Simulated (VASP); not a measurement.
# TaN (Fm-3m) in VASP: a series of runs, part 2 of 2

VASP 6.6.1. Earlier steps stand in the parts before.

**3. Single point, PBEsol**

This run uses another cell than the first one, of 10.20 Å³/atom.

INCAR reads:

```
ALGO     = Normal         # electronic algorithm
EDIFF    = 1E-6           # SCF threshold, eV
ENCUT    = 520            # plane-wave cutoff, eV
GGA      = PS             # functional
ISIF     = 2              # what is computed and relaxed
ISMEAR   = -1             # smearing method
LASPH    = True           # aspherical terms in the spheres
LCHARG   = True           # write CHGCAR
LELF     = True           # ELF
LREAL    = False          # projectors in reciprocal space
LVHAR    = True         
LWAVE    = False          # write WAVECAR
NBANDS   = 15             # bands
NELM     = 100            # most SCF steps
PREC     = Accurate       # precision mode
SIGMA    = 0.05           # smearing width, eV
```

KPOINTS reads:

```
k-points
0
Gamma
  10 10 10
```

POSCAR reads:

```
TaN
1.0
    0.0000000000      2.1684484798      2.1684484798
    2.1684484798      0.0000000000      2.1684484798
    2.1684484798      2.1684484798      0.0000000000
Ta N
1 1
Direct
    0.5000000000      0.5000000000      0.5000000000
    0.0000000000      0.0000000000      0.0000000000
```

Potentials or basis: VASP PAW PBE potentials, release 64 (Ta_pv, N).

On the command line:

```bash
$ cat potpaw_PBE.64/Ta_pv/POTCAR potpaw_PBE.64/N/POTCAR > POTCAR
$ mpirun -np 1 vasp_std > vasp.out
```

OUTCAR:

```text
EDIFF = 1E-6
   ENCUT = 520
   GGA = PS
   ISIF = 2
   ISMEAR = -1
   LASPH = True
   LREAL = False
   NELM = 100
   PREC = Accurate

 ion  position               nearest neighbor table
   1  0.500  0.500  0.500-   2 2.17   2 2.17   2 2.17   2 2.17   2 2.17   2 2.17
   2  0.000  0.000  0.000-   1 2.17   1 2.17   1 2.17   1 2.17   1 2.17   1 2.17

  LATTYP: Found a face centered cubic cell.
 ALAT       =     4.3368969596

  Lattice vectors:

 A1 = (   0.0000000000,   2.1684484798,   2.1684484798)
 A2 = (   2.1684484798,   0.0000000000,   2.1684484798)
 A3 = (   2.1684484798,   2.1684484798,   0.0000000000)

Analysis of symmetry for initial positions (statically):
=====================================================================
 Subroutine PRICEL returns:
 Original cell was already a primitive cell.

 Routine SETGRP: Setting up the symmetry group for a
 face centered cubic supercell.

 Subroutine GETGRP returns: Found 48 space group operations
 (whereof 48 operations were pure point group operations)
 out of a pool of 48 trial point group operations.

The static configuration has the point symmetry O_h .

Analysis of symmetry for dynamics (positions and initial velocities):
=====================================================================
 Subroutine PRICEL returns:
 Original cell was already a primitive cell.

 Routine SETGRP: Setting up the symmetry group for a
 face centered cubic supercell.

 Subroutine GETGRP returns: Found 48 space group operations
 (whereof 48 operations were pure point group operations)
 out of a pool of 48 trial point group operations.

The dynamic configuration has the point symmetry O_h .

 Subroutine INISYM returns: Found 48 space group operations
 (whereof 48 operations are pure point group operations),
 and found     1 'primitive' translations

----------------------------------------------------------------------------------------

                                     Primitive cell

  volume of cell :      20.3928

  direct lattice vectors                    reciprocal lattice vectors
     0.000000000  2.168448480  2.168448480    -0.230579608  0.230579608  0.230579608
     2.168448480  0.000000000  2.168448480     0.230579608 -0.230579608  0.230579608
     2.168448480  2.168448480  0.000000000     0.230579608  0.230579608 -0.230579608

  length of vectors
     3.066649249  3.066649249  3.066649249     0.399375596  0.399375596  0.399375596

  position of ions in fractional coordinates (direct lattice)
     0.500000000  0.500000000  0.500000000
     0.000000000  0.000000000  0.000000000

  ion indices of the primitive-cell ions
   primitive index   ion index
                 1           1
                 2           2

----------------------------------------------------------------------------------------

 KPOINTS: k-points

Automatic generation of k-mesh.
 Grid dimensions read from file:
 generate k-points for:   10   10   10

 Generating k-lattice:

  Cartesian coordinates                     Fractional coordinates (reciprocal lattice)
    -0.023057961  0.023057961  0.023057961     0.100000000  0.000000000  0.000000000
     0.023057961 -0.023057961  0.023057961     0.000000000  0.100000000  0.000000000
     0.023057961  0.023057961 -0.023057961     0.000000000  0.000000000  0.100000000

  Length of vectors
     0.039937560  0.039937560  0.039937560

  Shift w.r.t. Gamma in fractional coordinates (k-lattice)
     0.000000000  0.000000000  0.000000000

 Subroutine IBZKPT returns following result:
 ===========================================

 Found     47 irreducible k-points:

 Following reciprocal coordinates:
            Coordinates               Weight
  0.000000  0.000000  0.000000      1.000000
  0.100000  0.000000  0.000000      8.000000
  0.200000  0.000000  0.000000      8.000000
  0.300000  0.000000  0.000000      8.000000
  0.400000  0.000000  0.000000      8.000000
  0.500000  0.000000  0.000000      4.000000
[... 16 lines left out ...]
  0.300000  0.300000  0.000000      6.000000
  0.400000  0.300000  0.000000     24.000000
 [... further k-points ...]
   k-points           NKPTS =     47   k-points in BZ     NKDIM =     47   number of bands    NBANDS=     15
   number of dos      NEDOS =    301   number of ions     NIONS =      2
   total plane-waves  NPLWV =  13824
   dimension x,y,z NGX =    24 NGY =   24 NGZ =   24
   dimension x,y,z NGXF=    48 NGYF=   48 NGZF=   48
   ions per type =               1   1
   NGX,Y,Z   is equivalent  to a cutoff of  13.01, 13.01, 13.01 a.u.
   NGXF,Y,Z  is equivalent  to a cutoff of  26.02, 26.02, 26.02 a.u.
 SYSTEM =  unknown system
   PREC   = accura    normal or accurate (medium, high low for compatibility)
   ISTART =      0    job   : 0-new  1-cont  2-samecut
   ICHARG =      2    charge: 1-file 2-atom 10-const
   ISPIN  =      1    spin polarized calculation?
   LNONCOLLINEAR =      F non collinear calculations
   LSORBIT =      F    spin-orbit coupling
   LASPH  =      T    aspherical Exc in radial PAW
   ENCUT  =  520.0 eV  38.22 Ry    6.18 a.u.   5.70  5.70  5.70*2*pi/ulx,y,z
   NELM   =    100;   NELMIN=  2; NELMDL= -5     # of ELM steps
   EDIFF  = 0.1E-05   stopping-criterion for ELM
   LREAL  =      F    real-space projection
   EDIFFG = 0.1E-04   stopping-criterion for IOM
   NSW    =      0    number of steps for IOM
   IBRION =     -1    ionic relax: 0-MD 1-quasi-New 2-CG
   NFREE  =      0    steps in history (QN), initial steepest desc. (CG)
   ISIF   =      2    stress and relaxation
   ISYM   =      2    0-nonsym 1-usesym 2-fastsym
   POTIM  = 0.5000    time-step for ionic-motion
   TEBEG  =    0.0;   TEEND  =   0.0 temperature during run
   PSTRESS=    0.0 pullay stress
   NELECT =      16.0000    total number of electrons
   NUPDOWN=      -1.0000    fix difference up-down
   EMIN   =  10.00;   EMAX   =-10.00  energy-range for DOS
   EFERMI =   0.00;   METHOD = LEGACY
   ISMEAR =    -1;   SIGMA  =   0.05  broadening in eV -4-tet -1-fermi 0-gaus
   EFERMI_NEDOS =   21; number of points for ismear=-14 and -15
   IALGO  =     38    algorithm
   IMIX   =      4    mixing-type and parameters
     AMIX     =   0.40;   BMIX     =  1.00
     AMIX_MAG =   1.60;   BMIX_MAG =  1.00
  volume/ion in A,a.u.               =      10.20        68.81
  Fermi-wavevector in a.u.,A,eV,Ry     =   1.509926  2.853347 31.019611  2.279877
  Thomas-Fermi vector in A             =   2.620184
   LORBIT       =      0    0 simple, 1 ext, 2 COOP (PROOUT), +10 PAW based schemes
   GGA     = PS    functional components
   LHFCALC =     F    Hartree Fock is set to
   AEXX    =    0.0000 exact exchange contribution
   IVDW    =     0    specifies the selected vdW correction
   LEPSILON=     F    determine dielectric tensor
   LRPA    =     F    only Hartree local field effects (RPA)
 non-spin polarized calculation
  energy-cutoff  :      520.00
  volume of cell :       20.39
 maximum number of plane-waves:       568
   NGX = 11   NGY = 11   NGZ = 11

 number of electron      15.9999999 magnetization

 Free energy of the ion-electron system (eV)
  ---------------------------------------------------
  ext. energy  EPLUGINS =         0.00000000
  ---------------------------------------------------
  free energy    TOTEN  =       -23.20634918 eV

  energy without entropy =      -23.20063875  energy(sigma->0) =      -23.20349397

 E-fermi :   9.8808     XC(G=0): -13.8214

 val. band max:        9.7872180495   @ k =  -0.2000   0.2000   0.0000
 cond. band min:       9.8854607328   @ k =   0.0000   0.0000   0.0000
 fundamental gap:      0.0982426833
 Fermi energy:         9.8808433465

 k-point     1 :       0.0000    0.0000    0.0000
  band No.  band energies     occupation
      1     -25.7808      2.00000
      2     -25.7808      2.00000
      3     -25.7808      2.00000
      4      -9.2902      2.00000
      5       5.9548      2.00000
      6       5.9548      2.00000
      7       5.9548      2.00000
      8       7.6016      2.00000
      9       7.6016      2.00000
     10       7.6016      2.00000
     11       9.8855      0.95386
     12       9.8855      0.95386
     13      11.7746      0.00000
     14      19.2471      0.00000
     15      22.2984      0.00000
[... 397 lines left out ...]
 k-point    24 :       0.4000    0.3000    0.0000
  band No.  band energies     occupation
      1     -26.4968      2.00000
      2     -26.0650      2.00000
      3     -26.0344      2.00000
      4      -7.6303      2.00000
      5       1.7041      2.00000
      6       3.7526      2.00000
      7       4.5237      2.00000
      8       5.8085      2.00000
      9      12.1467      0.00000
     10      12.9897      0.00000
     11      13.0722      0.00000
     12      14.1393      0.00000
     13      18.7175      0.00000
     14      20.9721      0.00000
     15      22.3352      0.00000

 [... further k-points ...]
[... 5 lines left out ...]
  --------------------------------------------------------------------------------------
  -------------------------------------------------------------------------------------
  Total        1.4189720      1.4189720      1.4189720     -0.0000000     -0.0000000     -0.0000000
  in kB      111.4826020    111.4826020    111.4826020     -0.0000000     -0.0000000     -0.0000000
  external PRESSURE =     111.4826020 kB  Pullay stress =       0.0000000 kB

 VOLUME and BASIS-vectors are now :
 -----------------------------------------------------------------------------
  energy-cutoff  :      520.00
  volume of cell :       20.39
      direct lattice vectors                 reciprocal lattice vectors
     0.000000000  2.168448480  2.168448480    -0.230579608  0.230579608  0.230579608
     2.168448480  0.000000000  2.168448480     0.230579608 -0.230579608  0.230579608
     2.168448480  2.168448480  0.000000000     0.230579608  0.230579608 -0.230579608

 POSITION                                       TOTAL-FORCE (eV/Angst)
 -----------------------------------------------------------------------------------
      2.16845      2.16845      2.16845        -0.000000      0.000000      0.000000
      0.00000      0.00000      0.00000         0.000000     -0.000000      0.000000
 -----------------------------------------------------------------------------------
    total drift:                                0.000000     -0.000000     -0.000000

  FREE ENERGIE OF THE ION-ELECTRON SYSTEM (eV)
  ---------------------------------------------------
  free  energy   TOTEN  =       -23.2063491809 eV

  energy  without entropy=      -23.2006387531  energy(sigma->0) =      -23.20349397
```

It took 11 s on 1 thread of Intel Xeon Platinum 8488C (Sapphire Rapids), shared host; peak memory 0.14 GiB.

What came out:

* Free energy: -23.2063 eV
* Pressure: 11.1 GPa
* Band gap on the k mesh: zero (bands 8 and 9 overlap by 4.29 eV)

Caveat: the cell stands under pressure; the PAW data sets were made with another functional, which shifts forces and pressure a little; spin-orbit coupling is left out, which moves the levels of the heavy elements.
